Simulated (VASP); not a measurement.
# TlBr (Pm-3m) in VASP: a series of runs, part 3 of 4

VASP 6.6.1.

## (4) Vibrations by perturbation theory, LDA

This run uses another cell than the first one, of 28.30 Å³/atom.

Contents of INCAR:

```
ALGO = Normal ; EDIFF = 1E-8
ENCUT = 500 ; GGA = CA
GGA_COMPAT = False ; IBRION = 8
ISIF = 2 ; ISMEAR = 0
LASPH = True ; LCHARG = True
LEPSILON = True ; LREAL = False
LWAVE = False ; NELM = 120
NSW = 1 ; PREC = Accurate
SIGMA = 0.01
```

Contents of KPOINTS:

```
k-points
0
Gamma
  8 8 8
```

Contents of POSCAR:

```
TlBr
1.0
    3.8397026499      0.0000000000      0.0000000000
    0.0000000000      3.8397026499      0.0000000000
    0.0000000000      0.0000000000      3.8397026499
Tl Br
1 1
Direct
    0.0000000000      0.0000000000      0.0000000000
    0.5000000000      0.5000000000      0.5000000000
```

Potentials or basis: VASP PAW LDA potentials, release 64 (Tl_d, Br).

The run is started by

```bash
$ cat potpaw_LDA.64/Tl_d/POTCAR potpaw_LDA.64/Br/POTCAR > POTCAR
$ mpirun -np 1 vasp_std > vasp.out
```

OUTCAR:

```text
EDIFF = 1E-8
   ENCUT = 500
   GGA = CA
   IBRION = 8
   ISIF = 2
   ISMEAR = 0
   LASPH = True
   LEPSILON = True
   LREAL = False
   NELM = 120
   NSW = 1
   PREC = Accurate

 ion  position               nearest neighbor table
   1  0.000  0.000  0.000-   2 3.33   2 3.33   2 3.33   2 3.33   2 3.33   2 3.33   2 3.33   2 3.33

   2  0.500  0.500  0.500-   1 3.33   1 3.33   1 3.33   1 3.33   1 3.33   1 3.33   1 3.33   1 3.33

  LATTYP: Found a simple cubic cell.
 ALAT       =     3.8397026499

  Lattice vectors:

 A1 = (   3.8397026499,   0.0000000000,   0.0000000000)
 A2 = (   0.0000000000,   3.8397026499,   0.0000000000)
 A3 = (   0.0000000000,   0.0000000000,   3.8397026499)

Analysis of symmetry for initial positions (statically):
=====================================================================
 Subroutine PRICEL returns:
 Original cell was already a primitive cell.

 Routine SETGRP: Setting up the symmetry group for a
 simple cubic supercell.

 Subroutine GETGRP returns: Found 48 space group operations
 (whereof 48 operations were pure point group operations)
 out of a pool of 48 trial point group operations.

The static configuration has the point symmetry O_h .

Analysis of symmetry for dynamics (positions and initial velocities):
=====================================================================
 Subroutine PRICEL returns:
 Original cell was already a primitive cell.

 Routine SETGRP: Setting up the symmetry group for a
 simple cubic supercell.

 Subroutine GETGRP returns: Found 48 space group operations
 (whereof 48 operations were pure point group operations)
 out of a pool of 48 trial point group operations.

The dynamic configuration has the point symmetry O_h .

 Subroutine INISYM returns: Found 48 space group operations
 (whereof 48 operations are pure point group operations),
 and found     1 'primitive' translations

----------------------------------------------------------------------------------------

                                     Primitive cell

  volume of cell :      56.6100

  direct lattice vectors                    reciprocal lattice vectors
     3.839702650  0.000000000  0.000000000     0.260436834  0.000000000  0.000000000
     0.000000000  3.839702650  0.000000000     0.000000000  0.260436834  0.000000000
     0.000000000  0.000000000  3.839702650     0.000000000  0.000000000  0.260436834

  length of vectors
     3.839702650  3.839702650  3.839702650     0.260436834  0.260436834  0.260436834

  position of ions in fractional coordinates (direct lattice)
     0.000000000  0.000000000  0.000000000
     0.500000000  0.500000000  0.500000000
[... 598 lines left out ...]
    -0.00109  0.00000  0.00000
     0.00000 -0.00109 -0.00000
     0.00000 -0.00000  0.00227

--------------------------------------- Ionic step        4  -------------------------------------------

------------------------ aborting loop because EDIFF is reached ----------------------------------------

[... ionic steps 5 to 6 ...]

--------------------------------------- Ionic step        7  -------------------------------------------

 Free energy of the ion-electron system (eV)
  ---------------------------------------------------
  ---------------------------------------------------
  free energy    TOTEN  =        -0.13999415 eV

  energy without entropy =       -0.13999415

------------------------ aborting loop because EDIFF is reached ----------------------------------------

 INTERNAL STRAIN TENSOR  FOR ION    2  DIRECTION 1   (eV/Angst):
 -----------------------------------------------------------------------------
    -0.01345 -0.00000  0.00000
    -0.00000  0.01397 -0.00000
     0.00000 -0.00000  0.01397

 MACROSCOPIC STATIC DIELECTRIC TENSOR (including local field effects in DFT)
 ------------------------------------------------------
           7.405589    -0.000000     0.000000
           0.000000     7.405589     0.000000
          -0.000000     0.000000     7.405589
 ------------------------------------------------------

 PIEZOELECTRIC TENSOR (including local field effects)  for field in x, y, z        (e  Angst)
          XX          YY          ZZ          XY          YZ          ZX
  --------------------------------------------------------------------------------
  x     0.00000     0.00000     0.00000     0.00000     0.00000     0.00000
  y     0.00000     0.00000     0.00000     0.00000     0.00000     0.00000
  z     0.00000     0.00000     0.00000     0.00000     0.00000     0.00000

 PIEZOELECTRIC TENSOR (including local field effects)  for field in x, y, z        (C/m^2)
          XX          YY          ZZ          XY          YZ          ZX
  --------------------------------------------------------------------------------
  x     0.00000     0.00000     0.00000     0.00000     0.00000     0.00000
  y     0.00000     0.00000     0.00000     0.00000     0.00000     0.00000
  z     0.00000     0.00000     0.00000     0.00000     0.00000     0.00000

 BORN EFFECTIVE CHARGES (including local field effects) (in |e|, cummulative output)
 ---------------------------------------------------------------------------------
 ion    1
    1     2.23834    -0.00000     0.00000
    2    -0.00000     2.23834    -0.00000
    3     0.00000     0.00000     2.23834
 ion    2
    1    -2.23834     0.00000    -0.00000
    2     0.00000    -2.23834     0.00000
    3    -0.00000    -0.00000    -2.23834

 INTERNAL STRAIN TENSOR FOR ION    2 for displacements in x,y,z  (eV/Angst):
          X           Y           Z          XY          YZ          ZX
  --------------------------------------------------------------------------------
  x     0.00000     0.00000     0.00000     0.00000     0.00000     0.00000
  y     0.00000     0.00000     0.00000     0.00000     0.00000     0.00000
  z     0.00000     0.00000     0.00000     0.00000     0.00000     0.00000

 SECOND DERIVATIVES (NOT SYMMETRIZED)
 ------------------------------------
               1X          1Y          1Z          2X          2Y          2Z
  1X    -0.464403   -0.000000   -0.000000    0.464403    0.000000    0.000000
  1Y    -0.000000   -0.464403    0.000000    0.000000    0.464403   -0.000000
  1Z     0.000000    0.000000   -0.464403   -0.000000   -0.000000    0.464403
  2X     0.495310   -0.000000   -0.000000   -0.495310    0.000000    0.000000
  2Y    -0.000000    0.495310    0.000000    0.000000   -0.495310    0.000000
  2Z    -0.000000   -0.000000    0.495310    0.000000    0.000000   -0.495310

 Eigenvectors and eigenvalues of the dynamical matrix
 ----------------------------------------------------

   1 f  =    1.439011 THz     9.041574 2PiTHz   48.000247 cm-1     5.951269 meV
             X         Y         Z           dx          dy          dz
      0.000000  0.000000  0.000000    -0.518007    0.000000    0.000000
      1.919851  1.919851  1.919851     0.855376    0.000000    0.000000
[... 21 lines left out ...]
   6 f/i=    0.020538 THz     0.129046 2PiTHz    0.685082 cm-1     0.084939 meV
             X         Y         Z           dx          dy          dz
      0.000000  0.000000  0.000000    -0.033207    0.690950    0.503144
      1.919851  1.919851  1.919851    -0.020110    0.418432    0.304699

--------------------------------------------------------------------------------------------------------

 MACROSCOPIC STATIC DIELECTRIC TENSOR IONIC CONTRIBUTION
 ------------------------------------------------------
          33.357051    -0.000000    -0.000000
          -0.000000    33.357051    -0.000000
          -0.000000    -0.000000    33.357051
 ------------------------------------------------------

 ELASTIC MODULI CONTR FROM IONIC RELAXATION (kBar)
 Direction    XX          YY          ZZ          XY          YZ          ZX
 --------------------------------------------------------------------------------
 XX           0.0000      0.0000      0.0000      0.0000      0.0000      0.0000
 YY           0.0000      0.0000      0.0000      0.0000      0.0000      0.0000
 ZZ           0.0000      0.0000      0.0000      0.0000      0.0000      0.0000
 XY           0.0000      0.0000      0.0000      0.0000      0.0000      0.0000
 YZ           0.0000      0.0000      0.0000      0.0000      0.0000      0.0000
 ZX           0.0000      0.0000      0.0000      0.0000      0.0000      0.0000
 --------------------------------------------------------------------------------

 PIEZOELECTRIC TENSOR IONIC CONTR  for field in x, y, z        (C/m^2)
          XX          YY          ZZ          XY          YZ          ZX
  --------------------------------------------------------------------------------
  x     0.00000     0.00000     0.00000     0.00000     0.00000     0.00000
  y     0.00000     0.00000     0.00000     0.00000     0.00000     0.00000
  z     0.00000     0.00000     0.00000     0.00000     0.00000     0.00000
```

OSZICAR:

```text
N       E                     dE             d eps       ncg     rms          rms(c)
DAV:   1     0.954539651475E+02    0.95454E+02   -0.98471E+03  1012   0.122E+03
DAV:   2    -0.312129924073E+01   -0.98575E+02   -0.95102E+02  1244   0.248E+02
DAV:   3    -0.672383479752E+01   -0.36025E+01   -0.35961E+01  1100   0.428E+01
[... 156 lines left out ...]
RMM:   7    -0.139996121668E+00   -0.15582E-06   -0.95232E-09  3198   0.476E-04    0.313E-04
RMM:   8    -0.139994713125E+00    0.14085E-05   -0.11090E-10  3350   0.107E-04    0.108E-04
RMM:   9    -0.139994164640E+00    0.54848E-06    0.70525E-10  3369   0.414E-05    0.810E-06
RMM:  10    -0.139994128187E+00    0.36453E-07    0.69213E-10  3119   0.893E-06    0.428E-06
RMM:  11    -0.139994142813E+00   -0.14626E-07   -0.58682E-09  2478   0.328E-06    0.152E-06
RMM:  12    -0.139994147577E+00   -0.47643E-08   -0.10212E-09  1162   0.177E-06    0.304E-07
 Linear response finished
```

Run time: 2.3 min. Hardware: 1 thread of Intel Xeon 6975P-C (Granite Rapids), shared host; peak memory 0.28 GiB.

Results:

* Electronic dielectric tensor (diagonal): 7.41
* Born charges (mean of the diagonal): Tl +2.24; Br -2.24 e
* Highest phonon frequency at Γ, LO-TO splitting left out: 48 cm⁻¹

Phonon frequencies in cm⁻¹ (negative: imaginary):
| q point | frequencies |
| --- | --- |
| (0.000, 0.000, 0.000) | -1 -1 -1 48 48 48 |

Electronic dielectric tensor:
```
7.41 0.00 0.00
0.00 7.41 0.00
0.00 0.00 7.41
```

Born effective charge tensors (e):
atom 1, Tl
```
2.24 0.00 0.00
0.00 2.24 0.00
0.00 0.00 2.24
```
atom 2, Br
```
-2.24  0.00  0.00
 0.00 -2.24  0.00
 0.00  0.00 -2.24
```

Caveat: spin-orbit coupling is left out, which moves the levels of the heavy elements.

(Continued in part 4 of 4.)
